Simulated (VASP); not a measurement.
# MnO2: relaxation of shape and atoms at fixed volume with revPBE+D3(BJ)+U

MnO2:

```
Mn O
1.0
     4.37429    0.00000    0.00000
     0.00000    4.37429    0.00000
     0.00000    0.00000    2.89957
Mn O
2 4
Direct
  0.00000 0.00000 0.00000
  0.50000 0.50000 0.50000
  0.30531 0.30531 0.00000
  0.19469 0.80531 0.50000
  0.69469 0.69469 0.00000
  0.80531 0.19469 0.50000
```

- Program: VASP 6.6.1
- Task: relaxation of shape and atoms at fixed volume
- Functional: revPBE
- Dispersion: D3(BJ)
- Potentials or basis: VASP PAW PBE potentials, release 64 (Mn_pv, O)
- Cutoff: 600 eV
- k mesh: 6 × 6 × 8
- Occupations: gaussian, width 0.05 eV
- Spin: collinear spin, ferromagnetic start
- Starting moments: [2.91, 2.91, 0.0, 0.0, 0.0, 0.0] μB
- Hubbard terms: Mn d U = 3.9 eV
- Dipole correction: no
- Further INCAR settings: ALGO = Normal; EDIFF = 1e-07; IBRION = 2; EDIFFG = -0.02; NSW = 60; ISIF = 4

The energy gained by relaxing is 0.1 meV/atom and the ionic steps are 3. The pressure after relaxing is 10.3 GPa, the band gap on the k mesh is zero (filled and empty bands overlap) and the net moment is 6.01 μB per cell. The site moments are Mn +3.04; O -0.05 μB. The valence electrons inside the program's atomic spheres are Mn 11.66; O 5.07. The dispersion energy per atom is -0.323 eV.

The path:
```
step  energy change (eV)  largest force (eV/Å)  pressure (GPa)  volume (Å³)
   1              0.0000                0.0676           10.41        55.48
   2             -0.0002                0.0358           10.24        55.48
   3             -0.0003                0.0014           10.31        55.48
```

Final structure:
```
Mn O
1.0
     4.37298    0.00000    0.00000
     0.00000    4.37298    0.00000
     0.00000    0.00000    2.90130
Mn O
2 4
Cartesian
  4.3730 0.0000 0.0000
  2.1865 2.1865 1.4507
  1.3336 1.3336 0.0000
  0.8529 3.5201 1.4507
  3.0394 3.0394 0.0000
  3.5201 0.8529 1.4507
```

Levels at points of the mesh, in eV from the Fermi level:
Spin up:
| k point | band 26 | band 27 | band 28 | band 29 | band 30 | band 31 |
| --- | --- | --- | --- | --- | --- | --- |
| (0.00, 0.00, 0.00) | -0.60 | -0.60 | -0.32 | -0.09 | 2.84 | 2.84 |
| (0.50, 0.00, 0.00) | -1.59 | -0.89 | -0.89 | 2.39 | 2.39 | 2.65 |
| (0.50, 0.50, 0.00) | -1.55 | -0.25 | -0.25 | 1.41 | 1.41 | 2.80 |
| (0.00, 0.00, 0.50) | -1.39 | -0.49 | -0.49 | 1.37 | 1.37 | 1.74 |
| (0.50, 0.00, 0.50) | -1.34 | -0.46 | -0.46 | 0.12 | 0.12 | 3.43 |
| (0.50, 0.50, 0.50) | -0.82 | -0.65 | -0.65 | 1.77 | 1.77 | 2.11 |
Spin down:
| k point | band 20 | band 21 | band 22 | band 23 | band 24 | band 25 |
| --- | --- | --- | --- | --- | --- | --- |
| (0.00, 0.00, 0.00) | -0.59 | -0.59 | 0.10 | 1.80 | 1.94 | 2.15 |
| (0.50, 0.00, 0.00) | -2.51 | -0.80 | -0.80 | 2.44 | 2.44 | 2.81 |
| (0.50, 0.50, 0.00) | -2.10 | -1.59 | -1.59 | 1.74 | 1.74 | 2.16 |
| (0.00, 0.00, 0.50) | -2.56 | -1.86 | -1.86 | 2.74 | 2.74 | 2.96 |
| (0.50, 0.00, 0.50) | -2.30 | -1.19 | -1.19 | 1.92 | 1.92 | 2.63 |
| (0.50, 0.50, 0.50) | -1.31 | -0.99 | -0.99 | 2.62 | 2.62 | 2.90 |

Eigenvalues of the final occupation matrices:
| site | spin | trace | eigenvalues |
| --- | --- | --- | --- |
| site 1 d | 1 | 3.92 | 0.51 0.52 0.95 0.97 0.97 |
| site 1 d | 2 | 0.93 | 0.06 0.10 0.11 0.31 0.34 |
| site 2 d | 1 | 3.92 | 0.51 0.52 0.95 0.97 0.97 |
| site 2 d | 2 | 0.93 | 0.06 0.10 0.11 0.31 0.34 |

It took 8.3 min on 1 thread of Oxide Virtual Turin-like Processor (shared host), peak memory 0.29 GiB.

Caveat: the PAW data sets were made with another functional, which shifts forces and pressure a little; the run started ferromagnetic, and an antiferromagnetic order may lie lower in energy. The state reached can hang on the start; a lower one may exist.
